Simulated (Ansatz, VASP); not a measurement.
## One calculation of BeS, two programs

```
CELL_PARAMETERS angstrom
1.58604 -6.87956 0.00000
1.58604 6.87956 0.00000
0.00000 0.00000 3.17219
ATOMIC_POSITIONS crystal
Be 0.69238 0.30762 0.75000
Be 0.30762 0.69238 0.25000
S 0.84459 0.15541 0.75000
S 0.15541 0.84459 0.25000
```

Change from the starting cell: species swapped into the PbSe type (Cmcm, No. 63).

Alike in both runs: functional PBE; k mesh 6 × 6 × 6; occupations gaussian, width 0.1 eV; no spin polarisation.

Ansatz relaxed the structure, and its values are those at the end. VASP's run is a single point on that final structure, the one shown.

|  | VASP | Ansatz |
| --- | --- | --- |
| version | VASP 6.6.1 | Ansatz 0.2.0 |
| potentials or method | VASP PAW PBE potentials, release 64 (Be, S), cutoff 520 eV | scalar-relativistic, plane waves, PAW |
| valence electrons in the cell | 16 | 16 |

VASP gave:

```
gap on the k mesh at the Fermi level (eV) : 1.20
least direct gap on the mesh (eV)         : 3.46
pressure (GPa)                            : 0.2
rms of the force components (eV/Å)        : 0.016
```

Task: Estimate Ansatz's values.

Result: gap on the k mesh at the Fermi level (eV): 1.19; least direct gap on the mesh (eV): 3.46; pressure (GPa): 0.3; rms of the force components (eV/Å): 0.014.
